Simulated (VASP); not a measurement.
AlIn3Sb2N2, 8 atoms in the cell. It takes space group P-6m2 (No. 187, hexagonal). The conventional cell has a = 5.473 Å, b = 5.473 Å, c = 8.219 Å, α = 90.00°, β = 90.00°, γ = 120.00°. Al (site symmetry -6m2) has 5 In at 2.69 to 3.16 Å within 3.5 Å. Within 3.5 Å of In (site symmetry 3m) lie 1 Al at 2.69 Å and 1 In at 2.84 Å and 3 Sb at 3.16 Å and 3 N at 3.28 Å. Within 4.2 Å of In (site symmetry -6m2) lie 3 Al at 3.16 Å and 2 N at 3.55 Å and 6 Sb at 4.12 Å and 6 In at 4.15 Å. Sb (site symmetry 3m) has 1 Sb at 2.92 Å and 3 In at 3.16 Å and 6 N at 3.29 to 3.75 Å within 3.8 Å. N (site symmetry 3m) has 1 N at 1.12 Å within 1.5 Å. 

```yaml
Program: VASP 6.6.1
Task: single point
Functional: PBE
Potentials_or_basis: VASP PAW PBE potentials, release 64 (Al, In_d, Sb, N)
Cutoff: 520 eV
k_mesh: 3 × 3 × 2
Occupations: gaussian, width 0.15 eV
Spin: no spin polarisation
Dipole_correction: no
Further_INCAR_settings: ALGO = Normal; EDIFF = 1e-06; NBANDS = 41
```

Potentials or basis: VASP PAW PBE potentials, release 64 (Al, In_d, Sb, N).

Command:

```bash
$ cat potpaw_PBE.64/Al/POTCAR potpaw_PBE.64/In_d/POTCAR potpaw_PBE.64/Sb/POTCAR potpaw_PBE.64/N/POTCAR > POTCAR
$ mpirun -np 1 vasp_std > vasp.out
```

Hardware: 1 thread of Intel(R) Xeon(R) 6975P-C (Granite Rapids), with other jobs on the host.

Estimate the wall time of this run.

Run time: 31 s on 1 thread of Intel(R) Xeon(R) 6975P-C (Granite Rapids), on a shared host, peak memory 0.34 GiB. Counts: scf iterations 14, k points 6.
